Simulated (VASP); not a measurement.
Here is a VASP 6.6.1 calculation.

INCAR

```
SYSTEM = TiO2
PREC = Accurate
ENCUT = 520
EDIFF = 1E-7
ISMEAR = 0
SIGMA = 0.01
LREAL = .False.
LASPH = .True.
NELM = 80
ALGO = Normal
ISIF = 2
LWAVE = .False.
LCHARG = .False.
GGA = PS
NBANDS = 33
```

Contents of KPOINTS:

```
regular mesh
0
Gamma
  6 6 8
  0 0 0
```

POSCAR

```
TiO2
1.0
    4.3611613125      0.0000000000      0.0000000000
    0.0000000000      4.3611613125      0.0000000000
    0.0000000000      0.0000000000      2.8579906963
Ti O
2 4
Direct
    0.0000000000      0.0000000000      0.0000000000
    0.5000000000      0.5000000000      0.5000000000
    0.3015466942      0.3015466942      0.0000000000
    0.1984533058      0.8015466942      0.5000000000
    0.6984533058      0.6984533058      0.0000000000
    0.8015466942      0.1984533058      0.5000000000
```

Potentials or basis: VASP PAW PBE potentials, release 64 (Ti_sv, O).

Launch:

```sh
$ cat potpaw_PBE.64/Ti_sv/POTCAR potpaw_PBE.64/O/POTCAR > POTCAR
$ mpirun -np 1 vasp_std > vasp.out
```

(1) Estimate the largest force.

(2) What does it give for the pressure?

Answers

(1) 0.016 eV/Å.

(2) 40.9 GPa.

Caveat: the PAW data sets were made with another functional, which shifts forces and pressure a little.
